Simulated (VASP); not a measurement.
# Al (Fm-3m) in VASP: further runs

Runs on Al. Level: LDA. Tasks: single point, relaxation of cell and atoms.

All numbers are computed with VASP 6.6.1; they aren't measurements. Logs are shortened: lines on timing, memory, paths and dates and some standing lists are left out, and cuts for length are marked.

### 1 The cell of the first run

Symmetry: Fm-3m, No. 225, cubic system. The conventional cell has a = 3.993 Å, b = 3.993 Å, c = 3.993 Å, α = 90.00°, β = 90.00°, γ = 90.00°. Al (site symmetry m-3m) has 12 Al at 2.82 Å within 3.7 Å.

### 2 Single point, LDA

INCAR reads:

```
SYSTEM = Al
PREC = Accurate
ENCUT = 520
EDIFF = 1E-6
ISMEAR = 1
SIGMA = 0.1
LREAL = .False.
LASPH = .True.
NELM = 80
ALGO = Normal
ISIF = 2
LWAVE = .False.
LCHARG = .False.
NBANDS = 8
```

KPOINTS reads:

```
Automatic mesh
0
Gamma
  9 9 9
  0 0 0
```

POSCAR reads:

```
Al
1.0
    2.8235196928      0.0000000000      0.0000000000
    1.4117598464      2.4452397820      0.0000000000
    1.4117598464      0.8150799273      2.3053941753
Al
1
Direct
    0.0000000000      0.0000000000      0.0000000000
```

Potentials or basis: VASP PAW LDA potentials, release 64 (Al).

Command:

```sh
cat potpaw_LDA.64/Al/POTCAR > POTCAR
mpirun -np 1 vasp_std > vasp.out
```

OUTCAR:

```text
SYSTEM = Al
   PREC = Accurate
   ENCUT = 520
   EDIFF = 1E-6
   ISMEAR = 1
   LREAL = .False.
   LASPH = .True.
   NELM = 80
   ISIF = 2

 ion  position               nearest neighbor table
   1  0.000  0.000  0.000-

  LATTYP: Found a face centered cubic cell.
 ALAT       =     3.9930598431

  Lattice vectors:

 A1 = (   2.8235196928,   0.0000000000,   0.0000000000)
 A2 = (   1.4117598464,   2.4452397820,   0.0000000000)
 A3 = (   1.4117598464,   0.8150799273,   2.3053941753)

Analysis of symmetry for initial positions (statically):
=====================================================================
 Subroutine PRICEL returns:
 Original cell was already a primitive cell.

 Routine SETGRP: Setting up the symmetry group for a
 face centered cubic supercell.

 Subroutine GETGRP returns: Found 48 space group operations
 (whereof 48 operations were pure point group operations)
 out of a pool of 48 trial point group operations.

The static configuration has the point symmetry O_h .

Analysis of symmetry for dynamics (positions and initial velocities):
=====================================================================
 Subroutine PRICEL returns:
 Original cell was already a primitive cell.

 Routine SETGRP: Setting up the symmetry group for a
 face centered cubic supercell.

 Subroutine GETGRP returns: Found 48 space group operations
 (whereof 48 operations were pure point group operations)
 out of a pool of 48 trial point group operations.

The dynamic configuration has the point symmetry O_h .

 Subroutine INISYM returns: Found 48 space group operations
 (whereof 48 operations are pure point group operations),
 and found     1 'primitive' translations

----------------------------------------------------------------------------------------

                                     Primitive cell

  volume of cell :      15.9169

  direct lattice vectors                    reciprocal lattice vectors
     2.823519693  0.000000000  0.000000000     0.354167886 -0.204478924 -0.144588434
     1.411759846  2.445239782  0.000000000     0.000000000  0.408957848 -0.144588434
     1.411759846  0.815079927  2.305394175     0.000000000  0.000000000  0.433765302

  length of vectors
     2.823519693  2.823519693  2.823519693     0.433765302  0.433765302  0.433765302

  position of ions in fractional coordinates (direct lattice)
[... 73 lines left out ...]
   LSORBIT =      F    spin-orbit coupling
   LASPH  =      T    aspherical Exc in radial PAW
   ENCUT  =  520.0 eV  38.22 Ry    6.18 a.u.   5.25  5.25  5.25*2*pi/ulx,y,z
   NELM   =     80;   NELMIN=  2; NELMDL= -5     # of ELM steps
   EDIFF  = 0.1E-05   stopping-criterion for ELM
   LREAL  =      F    real-space projection
   EDIFFG = 0.1E-04   stopping-criterion for IOM
   NSW    =      0    number of steps for IOM
   IBRION =     -1    ionic relax: 0-MD 1-quasi-New 2-CG
   NFREE  =      0    steps in history (QN), initial steepest desc. (CG)
   ISIF   =      2    stress and relaxation
   ISYM   =      2    0-nonsym 1-usesym 2-fastsym
   POTIM  = 0.5000    time-step for ionic-motion
   TEBEG  =    0.0;   TEEND  =   0.0 temperature during run
   PSTRESS=    0.0 pullay stress
   NELECT =       3.0000    total number of electrons
   NUPDOWN=      -1.0000    fix difference up-down
   EMIN   =  10.00;   EMAX   =-10.00  energy-range for DOS
   EFERMI =   0.00;   METHOD = LEGACY
   ISMEAR =     1;   SIGMA  =   0.10  broadening in eV -4-tet -1-fermi 0-gaus
   EFERMI_NEDOS =   21; number of points for ismear=-14 and -15
   IALGO  =     38    algorithm
   IMIX   =      4    mixing-type and parameters
     AMIX     =   0.40;   BMIX     =  1.00
     AMIX_MAG =   1.60;   BMIX_MAG =  1.00
  volume/ion in A,a.u.               =      15.92       107.41
  Fermi-wavevector in a.u.,A,eV,Ry     =   0.938634  1.773760 11.987182  0.881033
  Thomas-Fermi vector in A             =   2.065865
   LORBIT       =      0    0 simple, 1 ext, 2 COOP (PROOUT), +10 PAW based schemes
   GGA     = CA    functional components
   LHFCALC =     F    Hartree Fock is set to
   AEXX    =    0.0000 exact exchange contribution
   IVDW    =     0    specifies the selected vdW correction
   LEPSILON=     F    determine dielectric tensor
   LRPA    =     F    only Hartree local field effects (RPA)
 non-spin polarized calculation
 Methfessel and Paxton  Order N= 1 SIGMA  =   0.10
  energy-cutoff  :      520.00
  volume of cell :       15.92
 maximum number of plane-waves:       440
 NGX is ok and might be reduce to    24
   NGX = 11   NGY = 11   NGZ = 11

 number of electron       3.0000000 magnetization

 Free energy of the ion-electron system (eV)
  ---------------------------------------------------
  ext. energy  EPLUGINS =         0.00000000
  ---------------------------------------------------
  free energy    TOTEN  =        -4.16013033 eV

  energy without entropy =       -4.15909401  energy(sigma->0) =       -4.15978489

 E-fermi :   8.1445     XC(G=0): -10.4766

 val. band max:        8.0348527950   @ k =   0.4444   0.4444  -0.0000
 cond. band min:       8.1710073893   @ k =  -0.4444   0.3333   0.1111
 fundamental gap:      0.1361545943
 Fermi energy:         8.1445089392

 k-point     1 :       0.0000    0.0000    0.0000
  band No.  band energies     occupation
      1      -3.1797      2.00000
      2      20.9382      0.00000
      3      20.9382      0.00000
      4      20.9382      0.00000
      5      22.5377      0.00000
      6      22.5377      0.00000
      7      22.5377      0.00000
      8      25.0469      0.00000
[... 243 lines left out ...]
 k-point    24 :       0.4444    0.4444   -0.0000
  band No.  band energies     occupation
      1       3.8969      2.00000
      2       8.0349      2.06493
      3      13.5879      0.00000
      4      13.9695      0.00000
      5      13.9695      0.00000
      6      17.5713      0.00000
      7      33.3939      0.00000
      8      34.9906      0.00000

 [... further k-points ...]
[... 5 lines left out ...]
  --------------------------------------------------------------------------------------
  -------------------------------------------------------------------------------------
  Total       -0.0028795     -0.0028795     -0.0028795     -0.0000000      0.0000000     -0.0000000
  in kB       -0.2898447     -0.2898447     -0.2898447     -0.0000000      0.0000000     -0.0000000
  external PRESSURE =      -0.2898447 kB  Pullay stress =       0.0000000 kB

 VOLUME and BASIS-vectors are now :
 -----------------------------------------------------------------------------
  energy-cutoff  :      520.00
  volume of cell :       15.92
      direct lattice vectors                 reciprocal lattice vectors
     2.823519693  0.000000000  0.000000000     0.354167886 -0.204478924 -0.144588434
     1.411759846  2.445239782  0.000000000     0.000000000  0.408957848 -0.144588434
     1.411759846  0.815079927  2.305394175     0.000000000  0.000000000  0.433765302

 POSITION                                       TOTAL-FORCE (eV/Angst)
 -----------------------------------------------------------------------------------
      0.00000      0.00000      0.00000        -0.000000     -0.000000      0.000000
 -----------------------------------------------------------------------------------
    total drift:                                0.000000     -0.000000      0.000000

  FREE ENERGIE OF THE ION-ELECTRON SYSTEM (eV)
  ---------------------------------------------------
  free  energy   TOTEN  =        -4.1601303286 eV

  energy  without entropy=       -4.1590940120  energy(sigma->0) =       -4.15978489
```

OSZICAR:

```text
N       E                     dE             d eps       ncg     rms          rms(c)
DAV:   1    -0.299615308772E+01   -0.29962E+01   -0.85594E+02   584   0.204E+02
DAV:   2    -0.418372883815E+01   -0.11876E+01   -0.10920E+01   768   0.174E+01
DAV:   3    -0.418913357369E+01   -0.54047E-02   -0.54043E-02   696   0.132E+00
DAV:   4    -0.418914808989E+01   -0.14516E-04   -0.14515E-04   872   0.682E-02
DAV:   5    -0.418914812468E+01   -0.34790E-07   -0.34630E-07   712   0.185E-03    0.142E+00
DAV:   6    -0.417158627874E+01    0.17562E-01   -0.22930E-03   792   0.190E-01    0.800E-01
DAV:   7    -0.416015371008E+01    0.11433E-01   -0.58012E-03   712   0.299E-01    0.166E-01
DAV:   8    -0.416013050532E+01    0.23205E-04   -0.17962E-05   848   0.270E-02    0.160E-02
DAV:   9    -0.416013032856E+01    0.17676E-06   -0.11012E-07   728   0.167E-03
   1 F= -.41601303E+01 E0= -.41597849E+01  d E =-.103632E-02
```

stdout:

```text
POSCAR found type information on POSCAR Al
 POSCAR found :  1 types and       1 ions
 scaLAPACK will be used
 LDA part: xc-table for (Slater(with rela. corr.)+CA(PZ))
 , standard interpolation
 POSCAR, INCAR and KPOINTS ok, starting setup
 FFT: planning ... GRIDC
 FFT: planning ... GRID_SOFT
 FFT: planning ... GRID
 WAVECAR not read
 entering main loop
```

It took 9.8 s on 1 thread of AMD EPYC 7R13, shared host; peak memory 0.09 GiB.

Results:

```
Free energy : -4.1601 eV
Pressure    : 0.0 GPa
```

### 3 Relaxation of cell and atoms, LDA

This run uses another cell than the first one, of 16.60 Å³/atom, 1.043 times its volume.

INCAR reads:

```
ALGO = Normal
EDIFF = 1E-7
EDIFFG = -0.03
ENCUT = 600
GGA = CA
IBRION = 2
ISIF = 3
ISMEAR = 1
LASPH = True
LCHARG = False
LREAL = False
LWAVE = False
NELM = 80
NSW = 80
PREC = Accurate
SIGMA = 0.1
```

KPOINTS reads:

```
k-points
0
Gamma
  9 9 9
```

POSCAR reads:

```
Al
1.0
    2.8635070000      0.0000000000      0.0000000000
    1.4317535000      2.4798698059      0.0000000000
    1.4317535000      0.8266232686      2.3380436750
Al
1
Direct
    0.0000000000      0.0000000000      0.0000000000
```

Potentials or basis: VASP PAW LDA potentials, release 64 (Al).

Command:

```sh
cat potpaw_LDA.64/Al/POTCAR > POTCAR
mpirun -np 1 vasp_std > vasp.out
```

Run time: 14 s. Hardware: 1 thread of AMD EPYC 7R13, shared host; peak memory 0.09 GiB.

Results (log left out):

```yaml
Free_energy: -4.1602 eV
Relaxed_volume: 15.91 Å³/atom
Relaxed_cell: a = 2.823 Å, b = 2.823 Å, c = 2.823 Å, α = 60.00°, β = 60.00°, γ = 60.00°
Space_group_after_relaxing_to_0.05_Å: Fm-3m (No. 225)
Energy_gained_by_relaxing: 7.6 meV/atom
Ionic_steps: 3
Pressure_after_relaxing: 0.0 GPa
```

Step by step:
| step | energy change (eV) | largest force (eV/Å) | pressure (GPa) | volume (Å³) |
| --- | --- | --- | --- | --- |
| 1 | 0.0000 | 0.0000 | -3.38 | 16.60 |
| 2 | -0.0073 | 0.0000 | 0.77 | 15.78 |
| 3 | -0.0076 | 0.0000 | 0.01 | 15.91 |

Final structure:
```yaml
crystal:
  lattice:
    - [2.82317, 0.00000, 0.00000]
    - [1.41158, 2.44493, 0.00000]
    - [1.41158, 0.81498, 2.30511]
  atoms:
    - { symbol: Al, position: [0.00000, 0.00000, 0.00000] }
```

Levels at points of the mesh, in eV from the Fermi level:
| k point | band 1 | band 2 | band 3 | band 4 |
| --- | --- | --- | --- | --- |
| (0.00, 0.00, 0.00) | -11.33 | 12.80 | 12.80 | 12.80 |

LDA usually gives volumes a few per cent too small. Zero-point motion and thermal expansion aren't in these numbers.
